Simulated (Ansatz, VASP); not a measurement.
## One calculation of SiO2, two programs

File POSCAR:

```
SiO2
1.0
    4.2359706577      0.0000000000      0.0000000000
    0.0000000000      4.2359706577      0.0000000000
    0.0000000000      0.0000000000      2.6905615463
Si O
2 4
Direct
    0.0000000000      0.0000000000      0.0000000000
    0.5000000000      0.5000000000      0.5000000000
    0.3069734713      0.3069734713      0.0000000000
    0.1930265287      0.8069734713      0.5000000000
    0.6930265287      0.6930265287      0.0000000000
    0.8069734713      0.1930265287      0.5000000000
```

The input INCAR.step1:

```
PREC = Accurate
ENCUT = 600
ISMEAR = 0
SIGMA = 0.02
LREAL = F
LASPH = T
NELM = 60
GGA = PE
ALGO = Normal
EDIFF = 1E-4
LWAVE = T
LCHARG = F
```

The input INCAR.step2:

```
PREC = Accurate
ENCUT = 600
EDIFF = 1E-6
ISMEAR = 0
SIGMA = 0.02
LREAL = F
LASPH = T
NELM = 60
ALGO = Normal
ISIF = 3
LWAVE = F
LCHARG = F
METAGGA = R2SCAN
LMIXTAU = T
IBRION = 2
NSW = 70
EDIFFG = -0.005
ISTART = 1
```

Contents of KPOINTS:

```
regular mesh
0
Gamma
  6 6 8
```

Input for Ansatz:

```yaml
crystal:
  lattice:
    - [4.2359706577, 0.0, 0.0]
    - [0.0, 4.2359706577, 0.0]
    - [0.0, 0.0, 2.6905615463]
  atoms:
    - { symbol: Si, position: [0.0, 0.0, 0.0] }
    - { symbol: Si, position: [0.5, 0.5, 0.5] }
    - { symbol: O, position: [0.3069734713, 0.3069734713, 0.0] }
    - { symbol: O, position: [0.1930265287, 0.8069734713, 0.5] }
    - { symbol: O, position: [0.6930265287, 0.6930265287, 0.0] }
    - { symbol: O, position: [0.8069734713, 0.1930265287, 0.5] }
basis:
  ecutwfc: 500
kpoints:
  mp_grid: { grid: [6, 6, 8] }
hamiltonian:
  xc: r2scan
scf:
  occupations: { method: gaussian, width: 0.02 }
output:
  forces: true
  stress: true
  eigenvalues: true
  write_density: true
  write_potential: true
  elf: true
  volumetric_format: npy
relax:
  adjacent_minimum: "off"
  f_tol: 0.005
  max_steps: 50
  cell: { stress_tol: 0.05 }
```

Alike in both runs: task relaxation of cell and atoms; functional r2SCAN; k mesh 6 × 6 × 8; occupations gaussian, width 0.02 eV; no spin polarisation.

|  | VASP | Ansatz |
| --- | --- | --- |
| version | VASP 6.6.1 | Ansatz 0.2.0 |
| potentials or method | VASP PAW PBE potentials, release 64 (Si, O), cutoff 600 eV | scalar-relativistic, plane waves, PAW |
| valence electrons in the cell | 32 | 32 |

|  | VASP | Ansatz | Ansatz less VASP |
| --- | --- | --- | --- |
| gap on the k mesh at the Fermi level, each at its own relaxed structure (eV) | 6.51 | 6.51 | +0.001 |
| relaxed volume (Å³/atom) | 7.78 | 7.79 | +0.007 |
| relaxed cell length with the largest relative difference (Å) | 2.672 | 2.669 | -0.0029 |

VASP's potentials were made for PBE, not for r2SCAN.
